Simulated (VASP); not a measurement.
# Ir (Fm-3m) in VASP: notebook

Runs on Ir. Level: PBE. Tasks: single point.

Everything below comes from runs of VASP 6.6.1. Logs are shortened: lines on timing, memory, paths and dates and some standing lists are left out, and cuts for length are marked.

### 1 The cell of the first run

Symmetry: Fm-3m, No. 225, cubic system. Conventional cell: a = 3.872 Å, b = 3.872 Å, c = 3.872 Å, α = 90.00°, β = 90.00°, γ = 90.00°. Within 3.6 Å of Ir (site symmetry m-3m) lie 12 Ir at 2.74 Å.

### 2 Single point, PBE

Contents of INCAR:

```
SYSTEM = Ir
ALGO = Normal
EDIFF = 1E-7
ENCUT = 520
GGA = PE
ISIF = 2
ISMEAR = -1
LASPH = .TRUE.
LCHARG = .FALSE.
LREAL = .FALSE.
LWAVE = .FALSE.
NBANDS = 10
NELM = 60
PREC = Accurate
SIGMA = 0.1
```

Contents of KPOINTS:

```
k-points
0
G
  9 9 9
  0 0 0
```

Contents of POSCAR:

```
Ir
1.0
    0.0000000000      1.9360622002      1.9360622002
    1.9360622002      0.0000000000      1.9360622002
    1.9360622002      1.9360622002      0.0000000000
Ir
1
Direct
    0.0000000000      0.0000000000      0.0000000000
```

Potentials or basis: VASP PAW PBE potentials, release 64 (Ir).

On the command line:

```bash
$ cat potpaw_PBE.64/Ir/POTCAR > POTCAR
$ mpirun -np 1 vasp_std > vasp.out
```

OUTCAR:

```text
SYSTEM = Ir
   EDIFF = 1E-7
   ENCUT = 520
   GGA = PE
   ISIF = 2
   ISMEAR = -1
   LASPH = .TRUE.
   LREAL = .FALSE.
   NELM = 60
   PREC = Accurate

 ion  position               nearest neighbor table
   1  0.000  0.000  0.000-

  LATTYP: Found a face centered cubic cell.
 ALAT       =     3.8721244004

  Lattice vectors:

 A1 = (   0.0000000000,   1.9360622002,   1.9360622002)
 A2 = (   1.9360622002,   0.0000000000,   1.9360622002)
 A3 = (   1.9360622002,   1.9360622002,   0.0000000000)

Analysis of symmetry for initial positions (statically):
=====================================================================
 Subroutine PRICEL returns:
 Original cell was already a primitive cell.

 Routine SETGRP: Setting up the symmetry group for a
 face centered cubic supercell.

 Subroutine GETGRP returns: Found 48 space group operations
 (whereof 48 operations were pure point group operations)
 out of a pool of 48 trial point group operations.

The static configuration has the point symmetry O_h .

Analysis of symmetry for dynamics (positions and initial velocities):
=====================================================================
 Subroutine PRICEL returns:
 Original cell was already a primitive cell.

 Routine SETGRP: Setting up the symmetry group for a
 face centered cubic supercell.

 Subroutine GETGRP returns: Found 48 space group operations
 (whereof 48 operations were pure point group operations)
 out of a pool of 48 trial point group operations.

The dynamic configuration has the point symmetry O_h .

 Subroutine INISYM returns: Found 48 space group operations
 (whereof 48 operations are pure point group operations),
 and found     1 'primitive' translations

----------------------------------------------------------------------------------------

                                     Primitive cell

  volume of cell :      14.5140

  direct lattice vectors                    reciprocal lattice vectors
     0.000000000  1.936062200  1.936062200    -0.258256166  0.258256166  0.258256166
     1.936062200  0.000000000  1.936062200     0.258256166 -0.258256166  0.258256166
     1.936062200  1.936062200  0.000000000     0.258256166  0.258256166 -0.258256166

  length of vectors
     2.738005421  2.738005421  2.738005421     0.447312800  0.447312800  0.447312800

  position of ions in fractional coordinates (direct lattice)
     0.000000000  0.000000000  0.000000000

  ion indices of the primitive-cell ions
   primitive index   ion index
[... 72 lines left out ...]
   NELM   =     60;   NELMIN=  2; NELMDL= -5     # of ELM steps
   EDIFF  = 0.1E-06   stopping-criterion for ELM
   LREAL  =      F    real-space projection
   EDIFFG = 0.1E-05   stopping-criterion for IOM
   NSW    =      0    number of steps for IOM
   IBRION =     -1    ionic relax: 0-MD 1-quasi-New 2-CG
   NFREE  =      0    steps in history (QN), initial steepest desc. (CG)
   ISIF   =      2    stress and relaxation
   ISYM   =      2    0-nonsym 1-usesym 2-fastsym
   POTIM  = 0.5000    time-step for ionic-motion
   TEBEG  =    0.0;   TEEND  =   0.0 temperature during run
   PSTRESS=    0.0 pullay stress
   NELECT =       9.0000    total number of electrons
   NUPDOWN=      -1.0000    fix difference up-down
   EMIN   =  10.00;   EMAX   =-10.00  energy-range for DOS
   EFERMI =   0.00;   METHOD = LEGACY
   ISMEAR =    -1;   SIGMA  =   0.10  broadening in eV -4-tet -1-fermi 0-gaus
   EFERMI_NEDOS =   21; number of points for ismear=-14 and -15
   IALGO  =     38    algorithm
   IMIX   =      4    mixing-type and parameters
     AMIX     =   0.40;   BMIX     =  1.00
     AMIX_MAG =   1.60;   BMIX_MAG =  1.00
  volume/ion in A,a.u.               =      14.51        97.95
  Fermi-wavevector in a.u.,A,eV,Ry     =   1.396024  2.638104 26.516181  1.948884
  Thomas-Fermi vector in A             =   2.519419
   LORBIT       =      0    0 simple, 1 ext, 2 COOP (PROOUT), +10 PAW based schemes
   GGA     = PE    functional components
   LHFCALC =     F    Hartree Fock is set to
   AEXX    =    0.0000 exact exchange contribution
   IVDW    =     0    specifies the selected vdW correction
   LEPSILON=     F    determine dielectric tensor
   LRPA    =     F    only Hartree local field effects (RPA)
 non-spin polarized calculation
  energy-cutoff  :      520.00
  volume of cell :       14.51
 maximum number of plane-waves:       397
   NGX = 11   NGY = 11   NGZ = 11

 number of electron       9.0000000 magnetization

 Free energy of the ion-electron system (eV)
  ---------------------------------------------------
  ext. energy  EPLUGINS =         0.00000000
  ---------------------------------------------------
  free energy    TOTEN  =        -8.87991767 eV

  energy without entropy =       -8.85727310  energy(sigma->0) =       -8.86859538

 E-fermi :   9.8431     XC(G=0): -13.8374

 val. band max:        9.7412134763   @ k =   0.3333   0.0000   0.0000
 cond. band min:       9.9164872844   @ k =  -0.4444   0.4444   0.1111
 fundamental gap:      0.1752738081
 Fermi energy:         9.8431436773

 k-point     1 :       0.0000    0.0000    0.0000
  band No.  band energies     occupation
      1      -0.8781      2.00000
      2       6.2297      2.00000
      3       6.2297      2.00000
      4       6.2297      2.00000
      5       8.8021      1.99994
      6       8.8021      1.99994
      7      24.3512      0.00000
      8      29.7699      0.00000
      9      29.7699      0.00000
     10      29.7699      0.00000
[... 287 lines left out ...]
 k-point    24 :       0.4444    0.4444    0.0000
  band No.  band energies     occupation
      1       2.4131      2.00000
      2       2.9824      2.00000
      3      10.7068      0.00035
      4      10.9159      0.00004
      5      11.0860      0.00001
      6      11.0860      0.00001
      7      21.1346      0.00000
      8      22.0177      0.00000
      9      22.0177      0.00000
     10      30.6122      0.00000

 [... further k-points ...]
[... 5 lines left out ...]
  --------------------------------------------------------------------------------------
  -------------------------------------------------------------------------------------
  Total       -0.0164159     -0.0164159     -0.0164159     -0.0000000      0.0000000     -0.0000000
  in kB       -1.8121258     -1.8121258     -1.8121258     -0.0000000      0.0000000     -0.0000000
  external PRESSURE =      -1.8121258 kB  Pullay stress =       0.0000000 kB

 VOLUME and BASIS-vectors are now :
 -----------------------------------------------------------------------------
  energy-cutoff  :      520.00
  volume of cell :       14.51
      direct lattice vectors                 reciprocal lattice vectors
     0.000000000  1.936062200  1.936062200    -0.258256166  0.258256166  0.258256166
     1.936062200  0.000000000  1.936062200     0.258256166 -0.258256166  0.258256166
     1.936062200  1.936062200  0.000000000     0.258256166  0.258256166 -0.258256166

 POSITION                                       TOTAL-FORCE (eV/Angst)
 -----------------------------------------------------------------------------------
      0.00000      0.00000      0.00000         0.000000      0.000000     -0.000000
 -----------------------------------------------------------------------------------
    total drift:                                0.000000      0.000000      0.000000

  FREE ENERGIE OF THE ION-ELECTRON SYSTEM (eV)
  ---------------------------------------------------
  free  energy   TOTEN  =        -8.8799176668 eV

  energy  without entropy=       -8.8572731000  energy(sigma->0) =       -8.86859538
```

OSZICAR:

```text
N       E                     dE             d eps       ncg     rms          rms(c)
DAV:   1     0.491787662289E+02    0.49179E+02   -0.44382E+03   700   0.817E+02
DAV:   2    -0.842682461964E+01   -0.57606E+02   -0.54214E+02   718   0.194E+02
DAV:   3    -0.943558851225E+01   -0.10088E+01   -0.10055E+01   798   0.323E+01
DAV:   4    -0.944552456196E+01   -0.99360E-02   -0.99346E-02   810   0.293E+00
DAV:   5    -0.944573486921E+01   -0.21031E-03   -0.21030E-03   800   0.418E-01    0.142E+01
DAV:   6    -0.897062720652E+01    0.47511E+00   -0.85841E-01   780   0.113E+01    0.570E+00
DAV:   7    -0.888596008772E+01    0.84667E-01   -0.26290E-01   818   0.578E+00    0.145E+00
DAV:   8    -0.888281026635E+01    0.31498E-02   -0.21627E-03   766   0.483E-01    0.976E-01
DAV:   9    -0.887991146584E+01    0.28988E-02   -0.17579E-03   794   0.578E-01    0.114E-02
DAV:  10    -0.887991647679E+01   -0.50109E-05   -0.95880E-06   944   0.271E-02    0.236E-02
DAV:  11    -0.887991769044E+01   -0.12136E-05   -0.78833E-07   772   0.955E-03    0.927E-04
DAV:  12    -0.887991766682E+01    0.23618E-07   -0.10578E-08   426   0.978E-04
   1 F= -.88799177E+01 E0= -.88685954E+01  d E =-.226446E-01
```

stdout:

```text
POSCAR found type information on POSCAR Ir
 POSCAR found :  1 types and       1 ions
 scaLAPACK will be used
 LDA part: xc-table for (Slater+PW92), standard interpolation
 POSCAR, INCAR and KPOINTS ok, starting setup
 FFT: planning ... GRIDC
 FFT: planning ... GRID_SOFT
 FFT: planning ... GRID
 WAVECAR not read
 entering main loop
```

Run time: 8.3 s. Hardware: 1 thread of Intel Xeon 6975P-C, shared host; peak memory 0.13 GiB.

Results:

```yaml
Free_energy: -8.8799 eV
Pressure: -0.2 GPa
```

Caveat: spin-orbit coupling is left out, which moves the levels of the heavy elements.

### 3 Single point, PBE

Contents of INCAR:

```
ALGO     = Normal         # electronic algorithm
EDIFF    = 1E-6           # SCF threshold, eV
ENCUT    = 520            # plane-wave cutoff, eV
GGA      = PE             # functional
ISIF     = 2              # what is computed and relaxed
ISMEAR   = -1             # smearing method
LASPH    = T              # aspherical terms in the spheres
LCHARG   = F              # write CHGCAR
LREAL    = F              # projectors in reciprocal space
LWAVE    = F              # write WAVECAR
NBANDS   = 10             # bands
NELM     = 100            # most SCF steps
PREC     = Accurate       # precision mode
SIGMA    = 0.1            # smearing width, eV
```

Contents of KPOINTS:

```
k-points
0
Gamma
  11 11 11
```

POSCAR is that of step 2.

Potentials or basis: VASP PAW PBE potentials, release 64 (Ir).

On the command line:

```bash
$ cat potpaw_PBE.64/Ir/POTCAR > POTCAR
$ mpirun -np 1 vasp_std > vasp.out
```

Wall time 13 s (1 thread of Intel Xeon 6975P-C, shared host); peak memory 0.13 GiB.

The run converged. Its results:

```
Free energy : -8.8473 eV
Pressure    : 0.8 GPa
```

Levels at points of the mesh, in eV from the Fermi level:
| k point | band 1 | band 2 | band 3 | band 4 | band 5 | band 6 | band 7 | band 8 |
| --- | --- | --- | --- | --- | --- | --- | --- | --- |
| (0.00, 0.00, 0.00) | -10.79 | -3.68 | -3.68 | -3.68 | -1.10 | -1.10 | 14.43 | 19.86 |

Caveat: spin-orbit coupling is left out, which moves the levels of the heavy elements.
